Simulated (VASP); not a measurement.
# HfC in VASP: relaxation of the atoms with PBEsol

Aim: the relaxation of the atoms of HfC with PBEsol.

Program: VASP 6.6.1. These are calculated values, not measurements. Logs are shortened: lines on timing, memory, paths and dates and some standing lists are left out, and cuts for length are marked.

### 1 The cell of the first run

The cell holds a slab with vacuum, 10 atoms: a = 3.258 Å, b = 3.258 Å, c = 26.970 Å, α = 90.00°, β = 90.00°, γ = 120.00°.

### 2 Relaxation of the atoms, PBEsol

INCAR

```
PREC = Accurate
ENCUT = 520
EDIFF = 1E-6
ISMEAR = 0
SIGMA = 0.1
LREAL = F
LASPH = T
NELM = 100
ALGO = Normal
ISIF = 2
LWAVE = F
LCHARG = F
LDIPOL = T
IDIPOL = 3
DIPOL = 0.5 0.5 0.500
GGA = PS
IBRION = 2
NSW = 80
EDIFFG = -0.02
KPAR = 4
```

KPOINTS

```
regular mesh
0
Gamma
  12 12 1
```

POSCAR

```
HfC
1.0
    3.2578677663      0.0000000000      0.0000000000
   -1.6289338832      2.8213962478      0.0000000000
    0.0000000000      0.0000000000     26.9701705153
Hf C
5 5
Direct
    0.3333333333      0.6666666667      0.2780850049
    0.0000000000      0.0000000000      0.3767138916
    0.6666666667      0.3333333333      0.4753427783
    0.3333333333      0.6666666667      0.5739716650
    0.0000000000      0.0000000000      0.6726005517
    0.6666666667      0.3333333333      0.3273994483
    0.3333333333      0.6666666667      0.4260283350
    0.0000000000      0.0000000000      0.5246572217
    0.6666666667      0.3333333333      0.6232861084
    0.3333333333      0.6666666667      0.7219149951
```

Potentials or basis: VASP PAW PBE potentials, release 64 (Hf_pv, C).

Command:

```
> cat potpaw_PBE.64/Hf_pv/POTCAR potpaw_PBE.64/C/POTCAR > POTCAR
> mpirun -np 4 vasp_std > vasp.out
```

OUTCAR:

```text
PREC = Accurate
   ENCUT = 520
   EDIFF = 1E-6
   ISMEAR = 0
   LREAL = F
   LASPH = T
   NELM = 100
   ISIF = 2
   GGA = PS
   IBRION = 2
   NSW = 80
   EDIFFG = -0.02

 ion  position               nearest neighbor table
   1  0.333  0.667  0.278-   6 2.30   6 2.30   6 2.30   2 3.26   2 3.26   2 3.26
   2  0.000  0.000  0.377-   6 2.30   6 2.30   6 2.30   7 2.30   7 2.30   7 2.30   1 3.26   3 3.26
                             1 3.26   3 3.26   1 3.26   3 3.26
   3  0.667  0.333  0.475-   7 2.30   7 2.30   7 2.30   8 2.30   8 2.30   8 2.30   4 3.26   4 3.26
                             2 3.26   2 3.26   2 3.26   4 3.26
   4  0.333  0.667  0.574-   8 2.30   8 2.30   8 2.30   9 2.30   9 2.30   9 2.30   3 3.26   3 3.26
                             5 3.26   5 3.26   5 3.26   3 3.26
   5  0.000  0.000  0.673-   9 2.30   9 2.30   9 2.30  10 2.30  10 2.30  10 2.30   4 3.26   4 3.26
                             4 3.26
   6  0.667  0.333  0.327-   2 2.30   2 2.30   2 2.30   1 2.30   1 2.30   1 2.30
   7  0.333  0.667  0.426-   3 2.30   3 2.30   3 2.30   2 2.30   2 2.30   2 2.30
   8  0.000  0.000  0.525-   4 2.30   4 2.30   4 2.30   3 2.30   3 2.30   3 2.30
   9  0.667  0.333  0.623-   5 2.30   5 2.30   5 2.30   4 2.30   4 2.30   4 2.30
  10  0.333  0.667  0.722-   5 2.30   5 2.30   5 2.30

  LATTYP: Found a hexagonal cell.
 ALAT       =     3.2578677663
 C/A-ratio  =     8.2784730535

  Lattice vectors:

 A1 = (   3.2578677663,   0.0000000000,   0.0000000000)
 A2 = (  -1.6289338832,   2.8213962478,   0.0000000000)
 A3 = (   0.0000000000,   0.0000000000,  26.9701705153)

Analysis of symmetry for initial positions (statically):
=====================================================================
 Subroutine PRICEL returns:
 Original cell was already a primitive cell.

 Routine SETGRP: Setting up the symmetry group for a
 hexagonal supercell.

 Subroutine GETGRP returns: Found  6 space group operations
 (whereof  6 operations were pure point group operations)
 out of a pool of 24 trial point group operations.

The static configuration has the point symmetry C_3v.

Analysis of symmetry for dynamics (positions and initial velocities):
=====================================================================
 Subroutine PRICEL returns:
 Original cell was already a primitive cell.

 Routine SETGRP: Setting up the symmetry group for a
 hexagonal supercell.

 Subroutine GETGRP returns: Found  6 space group operations
 (whereof  6 operations were pure point group operations)
 out of a pool of 24 trial point group operations.

The dynamic configuration has the point symmetry C_3v.

 Subroutine INISYM returns: Found  6 space group operations
 (whereof  6 operations are pure point group operations),
 and found     1 'primitive' translations

----------------------------------------------------------------------------------------

                                     Primitive cell

  volume of cell :     247.9027

  direct lattice vectors                    reciprocal lattice vectors
     3.257867766  0.000000000  0.000000000     0.306949229  0.177217220  0.000000000
    -1.628933883  2.821396248  0.000000000     0.000000000  0.354434440  0.000000000
     0.000000000  0.000000000 26.970170515     0.000000000  0.000000000  0.037078001

  length of vectors
     3.257867766  3.257867766 26.970170515     0.354434440  0.354434440  0.037078001

  position of ions in fractional coordinates (direct lattice)
     0.333333333  0.666666667  0.278085005
     0.000000000  0.000000000  0.376713892
     0.666666667  0.333333333  0.475342778
     0.333333333  0.666666667  0.573971665
     0.000000000  0.000000000  0.672600552
     0.666666667  0.333333333  0.327399448
     0.333333333  0.666666667  0.426028335
     0.000000000  0.000000000  0.524657222
     0.666666667  0.333333333  0.623286108
     0.333333333  0.666666667  0.721914995

  ion indices of the primitive-cell ions
   primitive index   ion index
                 1           1
                 2           2
                 3           3
                 4           4
                 5           5
                 6           6
                 7           7
                 8           8
                 9           9
                10          10

----------------------------------------------------------------------------------------

 KPOINTS: regular mesh

Automatic generation of k-mesh.
 Grid dimensions read from file:
 generate k-points for:   12   12    1

 Generating k-lattice:

  Cartesian coordinates                     Fractional coordinates (reciprocal lattice)
     0.025579102  0.014768102  0.000000000     0.083333333  0.000000000  0.000000000
     0.000000000  0.029536203  0.000000000     0.000000000  0.083333333  0.000000000
     0.000000000  0.000000000  0.037078001     0.000000000  0.000000000  1.000000000

  Length of vectors
     0.029536203  0.029536203  0.037078001

  Shift w.r.t. Gamma in fractional coordinates (k-lattice)
     0.000000000  0.000000000  0.000000000

 Subroutine IBZKPT returns following result:
 ===========================================

 Found     19 irreducible k-points:

 Following reciprocal coordinates:
            Coordinates               Weight
  0.000000  0.000000  0.000000      1.000000
  0.083333 -0.000000  0.000000      6.000000
  0.166667 -0.000000  0.000000      6.000000
  0.250000  0.000000  0.000000      6.000000
  0.333333 -0.000000  0.000000      6.000000
  0.416667  0.000000  0.000000      6.000000
[... 11 lines left out ...]
  0.333333  0.250000  0.000000     12.000000
  0.333333  0.333333  0.000000      2.000000
   k-points           NKPTS =     19   k-points in BZ     NKDIM =     19   number of bands    NBANDS=     42
   number of dos      NEDOS =    301   number of ions     NIONS =     10
   total plane-waves  NPLWV = 120960
   dimension x,y,z NGX =    24 NGY =   24 NGZ =  210
   dimension x,y,z NGXF=    48 NGYF=   48 NGZF=  420
   ions per type =               5   5
   NGX,Y,Z   is equivalent  to a cutoff of  12.25, 12.25, 12.94 a.u.
   NGXF,Y,Z  is equivalent  to a cutoff of  24.49, 24.49, 25.89 a.u.
 SYSTEM =  unknown system
   PREC   = accura    normal or accurate (medium, high low for compatibility)
   ISTART =      0    job   : 0-new  1-cont  2-samecut
   ICHARG =      2    charge: 1-file 2-atom 10-const
   ISPIN  =      1    spin polarized calculation?
   LNONCOLLINEAR =      F non collinear calculations
   LSORBIT =      F    spin-orbit coupling
   LASPH  =      T    aspherical Exc in radial PAW
   ENCUT  =  520.0 eV  38.22 Ry    6.18 a.u.   6.06  6.06 50.15*2*pi/ulx,y,z
   NELM   =    100;   NELMIN=  2; NELMDL= -5     # of ELM steps
   EDIFF  = 0.1E-05   stopping-criterion for ELM
   LREAL  =      F    real-space projection
   EDIFFG = -.2E-01   stopping-criterion for IOM
   NSW    =     80    number of steps for IOM
   IBRION =      2    ionic relax: 0-MD 1-quasi-New 2-CG
   NFREE  =      1    steps in history (QN), initial steepest desc. (CG)
   ISIF   =      2    stress and relaxation
   ISYM   =      2    0-nonsym 1-usesym 2-fastsym
   POTIM  = 0.5000    time-step for ionic-motion
   TEBEG  =    0.0;   TEEND  =   0.0 temperature during run
   PSTRESS=    0.0 pullay stress
   NELECT =      70.0000    total number of electrons
   NUPDOWN=      -1.0000    fix difference up-down
   EMIN   =  10.00;   EMAX   =-10.00  energy-range for DOS
   EFERMI =   0.00;   METHOD = LEGACY
   ISMEAR =     0;   SIGMA  =   0.10  broadening in eV -4-tet -1-fermi 0-gaus
   EFERMI_NEDOS =   21; number of points for ismear=-14 and -15
   IALGO  =     38    algorithm
   IMIX   =      4    mixing-type and parameters
     AMIX     =   0.40;   BMIX     =  1.00
     AMIX_MAG =   1.60;   BMIX_MAG =  1.00
  volume/ion in A,a.u.               =      24.79       167.29
  Fermi-wavevector in a.u.,A,eV,Ry     =   1.074023  2.029610 15.694679  1.153526
  Thomas-Fermi vector in A             =   2.209840
   LORBIT       =      0    0 simple, 1 ext, 2 COOP (PROOUT), +10 PAW based schemes
   GGA     = PS    functional components
   LHFCALC =     F    Hartree Fock is set to
   AEXX    =    0.0000 exact exchange contribution
   IVDW    =     0    specifies the selected vdW correction
   LEPSILON=     F    determine dielectric tensor
   LRPA    =     F    only Hartree local field effects (RPA)
 conjugate gradient relaxation of ions
 non-spin polarized calculation
 Gauss-broadening in eV      SIGMA  =   0.10
  energy-cutoff  :      520.00
  volume of cell :      247.90
 maximum number of plane-waves:      6738
   NGX = 13   NGY = 13   NGZ =101

--------------------------------------- Ionic step        1  -------------------------------------------

 number of electron      69.9999993 magnetization

 Free energy of the ion-electron system (eV)
  ---------------------------------------------------
  ext. energy  EPLUGINS =         0.00000000
  ---------------------------------------------------
  free energy    TOTEN  =      -104.21207217 eV

  energy without entropy =     -104.18634175  energy(sigma->0) =     -104.19920696

------------------------ aborting loop because EDIFF is reached ----------------------------------------

  FORCE on cell =-STRESS in cart. coord.  units (eV):
  Direction    XX          YY          ZZ          XY          YZ          ZX
  --------------------------------------------------------------------------------------
  -------------------------------------------------------------------------------------
  Total       -3.4921281     -3.4921281     -4.8789439      0.0000000      0.0000000     -0.0000000
  in kB      -22.5693745    -22.5693745    -31.5322656      0.0000000      0.0000000     -0.0000000
  external PRESSURE =     -25.5570049 kB  Pullay stress =       0.0000000 kB
[... 25 lines left out ...]
  FREE ENERGIE OF THE ION-ELECTRON SYSTEM (eV)
  ---------------------------------------------------
  free  energy   TOTEN  =      -104.2120721718 eV

  energy  without entropy=     -104.1863417504  energy(sigma->0) =     -104.19920696

 dipolmoment           0.000000      0.000000     -0.008490 electrons x Angstroem

--------------------------------------- Ionic step        2  -------------------------------------------

 number of electron      69.9999991 magnetization

------------------------ aborting loop because EDIFF is reached ----------------------------------------
[... 77 lines left out ...]
  FREE ENERGIE OF THE ION-ELECTRON SYSTEM (eV)
  ---------------------------------------------------
  free  energy   TOTEN  =      -104.4707206301 eV

  energy  without entropy=     -104.4400939524  energy(sigma->0) =     -104.45540729

[... ionic steps 4 to 13 ...]

--------------------------------------- Ionic step       14  -------------------------------------------

 number of electron      69.9999994 magnetization

------------------------ aborting loop because EDIFF is reached ----------------------------------------
[... 83 lines left out ...]
--------------------------------------- Ionic step       16  -------------------------------------------

 number of electron      69.9999994 magnetization

 dipolmoment           0.000000      0.000000      0.108192 electrons x Angstroem

 Free energy of the ion-electron system (eV)
  ---------------------------------------------------
  ext. energy  EPLUGINS =         0.00000000
  ---------------------------------------------------
  free energy    TOTEN  =      -104.50983578 eV

  energy without entropy =     -104.47880233  energy(sigma->0) =     -104.49431906

 E-fermi :   0.1718     XC(G=0):  -6.9521

 val. band max:        0.1640566277   @ k =   0.3333   0.3333   0.0000
 cond. band min:       0.1788763924   @ k =   0.2500   0.0000   0.0000
 fundamental gap:      0.0148197647
 Fermi energy:         0.1717945079

 k-point     1 :       0.0000    0.0000    0.0000
  band No.  band energies     occupation
      1     -30.6184      2.00000
      2     -30.0800      2.00000
      3     -30.0800      2.00000
      4     -29.9773      2.00000
      5     -29.7425      2.00000
      6     -29.4313      2.00000
[... 844 lines left out ...]
     41       3.4855      0.00000
     42       4.0815      0.00000

------------------------ aborting loop because EDIFF is reached ----------------------------------------

 vacuum level on the upper side and lower side of the slab       (xc-potential included)         1.038        -1.077

  FORCE on cell =-STRESS in cart. coord.  units (eV):
  Direction    XX          YY          ZZ          XY          YZ          ZX
  --------------------------------------------------------------------------------------
  -------------------------------------------------------------------------------------
  Total        0.3680348      0.3680348      0.0477443     -0.0000000      0.0000000      0.0000000
  in kB        2.3785825      2.3785825      0.3085680     -0.0000000      0.0000000      0.0000000
  external PRESSURE =       1.6885776 kB  Pullay stress =       0.0000000 kB
[... 25 lines left out ...]
  FREE ENERGIE OF THE ION-ELECTRON SYSTEM (eV)
  ---------------------------------------------------
  free  energy   TOTEN  =      -104.5098357826 eV

  energy  without entropy=     -104.4788023279  energy(sigma->0) =     -104.49431906

 reached required accuracy - stopping structural energy minimisation

 vacuum level on the upper side and lower side of the slab         7.036         4.867
```

Wall time 28 min (4 MPI ranks of AMD EPYC 7R13 (Zen 3), shared host); peak memory 0.44 GiB.

What came out:

| Property | Result |
| --- | --- |
| Free energy | -104.5098 eV |
| Energy gained by relaxing | 29.8 meV/atom |
| Ionic steps | 16 |
| Largest force after relaxing | 0.018 eV/Å |
| Band gap on the k mesh | zero (bands 35 and 36 overlap by 0.83 eV) |

Forces in eV/Å, atoms in the order of the input:
```
Hf   0.000  0.000 -0.006
Hf   0.000  0.000  0.004
Hf   0.000  0.000  0.007
Hf   0.000  0.000 -0.018
Hf   0.000  0.000  0.012
C    0.000  0.000  0.002
C    0.000  0.000 -0.011
C    0.000  0.000  0.004
C    0.000  0.000  0.005
C    0.000  0.000  0.001
```

The path:
```
step  energy change (eV)  largest force (eV/Å)  pressure (GPa)
   1              0.0000                1.5888           -2.56
   2             -0.2501                0.5388           -1.54
   3             -0.2586                0.5102           -1.24
   4             -0.2793                0.2358           -0.90
   5             -0.2801                0.2066           -0.81
   6             -0.2864                0.1262           -0.71
   7             -0.2870                0.1870           -0.64
   8             -0.2911                0.1191           -0.53
   9             -0.2925                0.1512           -0.42
  10             -0.2951                0.0911           -0.25
  11             -0.2955                0.1202           -0.16
  12             -0.2969                0.0558           -0.04
  13             -0.2973                0.0590            0.10
  14             -0.2977                0.0303            0.17
  15             -0.2977                0.0291            0.18
  16             -0.2978                0.0176            0.17
```

Final structure:
```
Hf C
1.0
     3.25787    0.00000    0.00000
    -1.62893    2.82140    0.00000
     0.00000    0.00000   26.97017
Hf C
5 5
Direct
  0.33333 0.66667 0.28343
  0.00000 0.00000 0.37899
  0.66667 0.33333 0.47554
  0.33333 0.66667 0.57343
  0.00000 0.00000 0.67257
  0.66667 0.33333 0.32559
  0.33333 0.66667 0.42659
  0.00000 0.00000 0.52541
  0.66667 0.33333 0.62334
  0.33333 0.66667 0.71510
```

Levels at points of the mesh, in eV from the Fermi level:
| k point | band 31 | band 32 | band 33 | band 34 | band 35 | band 36 | band 37 | band 38 | band 39 | band 40 |
| --- | --- | --- | --- | --- | --- | --- | --- | --- | --- | --- |
| (0.00, 0.00, 0.00) | -0.87 | -0.87 | -0.60 | 0.25 | 0.72 | 0.72 | 1.45 | 1.45 | 1.64 | 2.14 |
| (0.50, 0.00, 0.00) | -2.11 | -1.87 | -0.93 | -0.91 | 0.14 | 0.31 | 0.42 | 0.96 | 2.14 | 2.85 |

Caveat: the PAW data sets were made with another functional, which shifts forces and pressure a little; spin-orbit coupling is left out, which moves the levels of the heavy elements.
